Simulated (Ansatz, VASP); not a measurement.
Te: VASP beside Ansatz

```
CELL_PARAMETERS angstrom
2.56532 1.33131 1.69095
-2.56532 1.33131 1.69095
0.00000 -2.66263 1.69095
ATOMIC_POSITIONS crystal
Te 0.50000 0.50000 0.50000
```

Change from the starting cell: strain +0.1125 x Voigt [1, 0, 0, 0, 0, 0], atoms carried along.

Alike in both runs: task single point; functional LDA; k mesh 15 × 15 × 15; occupations gaussian, width 0.15 eV; no spin polarisation.

|  | VASP | Ansatz |
| --- | --- | --- |
| version | VASP 6.6.1 | Ansatz 0.2.0 |
| potentials or method | VASP PAW LDA potentials, release 64 (Te), cutoff 520 eV | scalar-relativistic, plane waves, PAW |
| valence electrons in the cell | 6 | 16 |

|  | VASP | Ansatz | Ansatz less VASP |
| --- | --- | --- | --- |
| gap on the k mesh at the Fermi level (eV) | none | none | - |
| pressure (GPa) | -6.0 | -6.0 | -0.01 |
| traceless stress, the component that is largest in VASP (GPa) | -2.38 | -2.38 | -0.004 |

LDA's correlation is that of Perdew and Zunger in VASP and of Perdew and Wang (1992) in Ansatz. A gap of «none» marks a metal or a gap that the smearing closes. VASP's potentials hold 6 valence electrons a cell and Ansatz's 16, so a difference there can come from the potentials and not from the codes.

Spin-orbit coupling is off throughout.
